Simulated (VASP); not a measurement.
Wanted: the native input for a VASP 6.6.1 run.

```
Task                   : single point
Functional             : LDA
Potentials or basis    : VASP PAW LDA potentials, release 64 (Si, O)
Cutoff                 : 520 eV
k mesh                 : 6 × 6 × 8
Occupations            : gaussian, width 0.05 eV
Spin                   : no spin polarisation
Dipole correction      : no
Further INCAR settings : ALGO = Normal; EDIFF = 1e-06; NBANDS = 25
```

The structure of SiO2 lies in POSCAR:

```
SiO2
1.0
    4.2798000000      0.0000000000      0.0000000000
    0.0000000000      4.2798000000      0.0000000000
    0.0000000000      0.0000000000      2.4058000000
Si O
2 4
Direct
    0.5000000000      0.5000000000      0.5000000000
    0.0000000000      0.0000000000      0.0000000000
    0.6944252994      0.6944252994      0.0000000000
    0.1944252994      0.8055747006      0.5000000000
    0.3055747006      0.3055747006      0.0000000000
    0.8055747006      0.1944252994      0.5000000000
```

One way to write it, as run:

INCAR

```
SYSTEM = SiO2
PREC = Accurate ; ENCUT = 520
EDIFF = 1E-6 ; ISMEAR = 0
SIGMA = 0.05 ; LREAL = .FALSE.
LASPH = .TRUE. ; NELM = 80
ALGO = Normal ; ISIF = 2
LWAVE = .FALSE. ; LCHARG = .TRUE.
LELF = .TRUE. ; LVHAR = .TRUE.
NBANDS = 25
```

KPOINTS

```
regular mesh
0
G
  6 6 8
  0 0 0
```

Potentials or basis: VASP PAW LDA potentials, release 64 (Si, O).

Launch:

```bash
$ cat potpaw_LDA.64/Si/POTCAR potpaw_LDA.64/O/POTCAR > POTCAR
$ mpirun -np 1 vasp_std > vasp.out
```

It gave:

```
Pressure               : 27.4 GPa
Largest force          : 0.208 eV/Å
Band gap on the k mesh : 6.63 eV
```

Caveat: the cell stands under pressure.

Wall time 62 s on 1 thread of AMD EPYC 7R13, with other jobs on the host, peak memory 0.13 GiB.
